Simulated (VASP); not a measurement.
# ZnO (P6_3mc) in VASP: a series of runs, part 2 of 2

VASP 6.6.1. The steps go on from the part before.

### Step 4. Single point, PBEsol

This run uses another cell than the first one, of 11.85 Å³/atom, 1.006 times its volume.

The input, INCAR:

```
PREC = Accurate ; ENCUT = 520
EDIFF = 1E-6 ; ISMEAR = 0
SIGMA = 0.1 ; LREAL = F
LASPH = T ; NELM = 100
ALGO = Normal ; ISIF = 2
LWAVE = F ; LCHARG = F
GGA = PS ; NBANDS = 26
```

The input, KPOINTS:

```
regular mesh
0
Gamma
  6 6 4
```

The input, POSCAR:

```
ZnO
1.0
    3.2373510235      0.0000000000      0.0000000000
   -1.6186755117      2.8036282273      0.0000000000
    0.0000000000      0.0000000000      5.2220613000
Zn O
2 2
Direct
    0.6666666700      0.3333333300      0.5005917000
    0.3333333300      0.6666666700      0.0005917000
    0.6666666700      0.3333333300      0.8797183000
    0.3333333300      0.6666666700      0.3797183000
```

Potentials or basis: VASP PAW PBE potentials, release 64 (Zn, O).

Launch:

```
> cat potpaw_PBE.64/Zn/POTCAR potpaw_PBE.64/O/POTCAR > POTCAR
> mpirun -np 1 vasp_std > vasp.out
```

OUTCAR:

```text
PREC = Accurate
   ENCUT = 520
   EDIFF = 1E-6
   ISMEAR = 0
   LREAL = F
   LASPH = T
   NELM = 100
   ISIF = 2
   GGA = PS

 ion  position               nearest neighbor table
   1  0.667  0.333  0.501-   4 1.97   4 1.97   4 1.97   3 1.98
   2  0.333  0.667  0.001-   3 1.97   3 1.97   3 1.97   4 1.98
   3  0.667  0.333  0.880-   2 1.97   2 1.97   2 1.97   1 1.98
   4  0.333  0.667  0.380-   1 1.97   1 1.97   1 1.97   2 1.98

  LATTYP: Found a hexagonal cell.
 ALAT       =     3.2373510235
 C/A-ratio  =     1.6130661340

  Lattice vectors:

 A1 = (   3.2373510235,   0.0000000000,   0.0000000000)
 A2 = (  -1.6186755117,   2.8036282273,   0.0000000000)
 A3 = (   0.0000000000,   0.0000000000,   5.2220613000)

Analysis of symmetry for initial positions (statically):
=====================================================================
 Subroutine PRICEL returns:
 Original cell was already a primitive cell.

 Routine SETGRP: Setting up the symmetry group for a
 hexagonal supercell.

[... 164 lines left out ...]
  free energy    TOTEN  =       -19.40925683 eV

  energy without entropy =      -19.40925682  energy(sigma->0) =      -19.40925682

 E-fermi :   1.4401     XC(G=0): -11.2082

 val. band max:        1.0951936189   @ k =   0.0000   0.0000   0.0000
 cond. band min:       1.7753308775   @ k =   0.0000   0.0000   0.0000
 fundamental gap:      0.6801372586
 Fermi energy:         1.4401267166

 k-point     1 :       0.0000    0.0000    0.0000
  band No.  band energies     occupation
      1     -16.9851      2.00000
      2     -16.2376      2.00000
      3      -4.6658      2.00000
      4      -4.6449      2.00000
      5      -4.6449      2.00000
      6      -4.5999      2.00000
[... 598 lines left out ...]
     25      16.6027      0.00000
     26      16.6027      0.00000

------------------------ aborting loop because EDIFF is reached ----------------------------------------

  FORCE on cell =-STRESS in cart. coord.  units (eV):
  Direction    XX          YY          ZZ          XY          YZ          ZX
  --------------------------------------------------------------------------------------
  -------------------------------------------------------------------------------------
  Total       -0.0140935     -0.0140935      0.0079079     -0.0000000      0.0000000      0.0000000
  in kB       -0.4764050     -0.4764050      0.2673142     -0.0000000      0.0000000      0.0000000
  external PRESSURE =      -0.2284986 kB  Pullay stress =       0.0000000 kB

 VOLUME and BASIS-vectors are now :
 -----------------------------------------------------------------------------
  energy-cutoff  :      520.00
  volume of cell :       47.40
      direct lattice vectors                 reciprocal lattice vectors
     3.237351024  0.000000000  0.000000000     0.308894523  0.178340336  0.000000000
    -1.618675512  2.803628227  0.000000000     0.000000000  0.356680672  0.000000000
     0.000000000  0.000000000  5.222061300     0.000000000  0.000000000  0.191495263

 POSITION                                       TOTAL-FORCE (eV/Angst)
 -----------------------------------------------------------------------------------
      1.61868      0.93454      2.61412         0.000000     -0.000000      0.000375
     -0.00000      1.86909      0.00309        -0.000000     -0.000000      0.000375
      1.61868      0.93454      4.59394        -0.000000     -0.000000     -0.000375
     -0.00000      1.86909      1.98291         0.000000      0.000000     -0.000375
 -----------------------------------------------------------------------------------
    total drift:                               -0.000016      0.000009      0.000588

  FREE ENERGIE OF THE ION-ELECTRON SYSTEM (eV)
  ---------------------------------------------------
  free  energy   TOTEN  =       -19.4092568285 eV

  energy  without entropy=      -19.4092568180  energy(sigma->0) =      -19.40925682
```

OSZICAR:

```text
N       E                     dE             d eps       ncg     rms          rms(c)
DAV:   1     0.291148082092E+03    0.29115E+03   -0.18089E+04  1108   0.200E+03
DAV:   2     0.100921578781E+02   -0.28106E+03   -0.26288E+03  1148   0.406E+02
DAV:   3    -0.215339365332E+02   -0.31626E+02   -0.31185E+02  1192   0.139E+02
DAV:   4    -0.222080059317E+02   -0.67407E+00   -0.67214E+00  1226   0.205E+01
DAV:   5    -0.222112918435E+02   -0.32859E-02   -0.32857E-02  1178   0.151E+00    0.141E+01
DAV:   6    -0.192804992938E+02    0.29308E+01   -0.55740E+00  1674   0.603E+01    0.909E+00
DAV:   7    -0.194583920610E+02   -0.17789E+00   -0.26379E+00  1132   0.158E+01    0.543E+00
DAV:   8    -0.194587345586E+02   -0.34250E-03   -0.51055E-01  1590   0.737E+00    0.164E+00
DAV:   9    -0.194070863762E+02    0.51648E-01   -0.96487E-02  1620   0.616E+00    0.346E-01
DAV:  10    -0.194092152086E+02   -0.21288E-02   -0.38277E-02  1104   0.133E+00    0.112E-01
DAV:  11    -0.194092294243E+02   -0.14216E-04   -0.60229E-04  1170   0.210E-01    0.242E-02
DAV:  12    -0.194092559543E+02   -0.26530E-04   -0.27859E-05  1128   0.504E-02    0.164E-02
DAV:  13    -0.194092568285E+02   -0.87419E-06   -0.23010E-06  1162   0.168E-02
   1 F= -.19409257E+02 E0= -.19409257E+02  d E =-.105019E-07
```

stdout:

```text
POSCAR found type information on POSCAR ZnO
 POSCAR found :  2 types and       4 ions
 scaLAPACK will be used
 -----------------------------------------------------------------------------
|                                                                             |
|                                                                             |
|     You enforced a specific xc type in the INCAR file but a different       |
|     I HOPE YOU KNOW WHAT YOU ARE DOING!                                     |
|                                                                             |
 -----------------------------------------------------------------------------

 LDA part: xc-table for (Slater+PW92), standard interpolation
 POSCAR, INCAR and KPOINTS ok, starting setup
 FFT: planning ... GRIDC
 FFT: planning ... GRID_SOFT
 FFT: planning ... GRID
 WAVECAR not read
 entering main loop
```

It took 16 s on 1 thread of AMD EPYC 7R13 (Zen 3), shared host; peak memory 0.13 GiB.

Results:

| Quantity | Value |
| --- | --- |
| Free energy | -19.4093 eV |
| Pressure | 0.0 GPa |
| Band gap on the k mesh | 0.68 eV, direct |

Levels at points of the mesh, in eV from the valence-band top:
```tsv
k point	band 16	band 17	band 18	band 19	band 20	band 21
(0.00, 0.00, 0.00)	-0.09	0.00	0.00	0.68	5.13	8.09
(0.50, 0.00, 0.00)	-2.30	-1.32	-0.85	5.70	6.71	7.43
(0.00, 0.00, 0.50)	-0.40	-0.40	-0.40	3.37	3.37	9.94
(0.50, 0.00, 0.50)	-1.53	-1.40	-1.40	5.57	5.57	8.37
```

Caveat: the PAW data sets were made with another functional, which shifts forces and pressure a little.

### Step 5. The runs side by side

| task | cell | k mesh | cutoff (eV) | smearing | gap on the mesh (eV) | pressure (GPa) |
| --- | --- | --- | --- | --- | --- | --- |
| single point | a = 3.230, b = 3.230, c = 5.214 Å, angles 90.0, 90.0, 120.0°, 4 atoms | 12 × 12 × 6 | 520 | gaussian 0.02 eV | 0.69 | 1.0 |
| relaxation of cell and atoms | relaxed from a = 3.237, b = 3.237, c = 5.222 Å, angles 90.0, 90.0, 120.0°, 4 atoms | 12 × 12 × 6 | 600 | gaussian 0.02 eV | 0.68 | 0.0 |
| single point | a = 3.237, b = 3.237, c = 5.222 Å, angles 90.0, 90.0, 120.0°, 4 atoms | 6 × 6 × 4 | 520 | gaussian 0.1 eV | 0.68 | 0.0 |

Alike in all rows: level PBEsol; potentials or basis VASP PAW PBE potentials, release 64 (Zn, O); no spin polarisation.

Caveats: the PAW data sets were made with another functional, which shifts forces and pressure a little.

Total energies depend on the potentials used, so only differences within one code and one set of settings carry meaning.
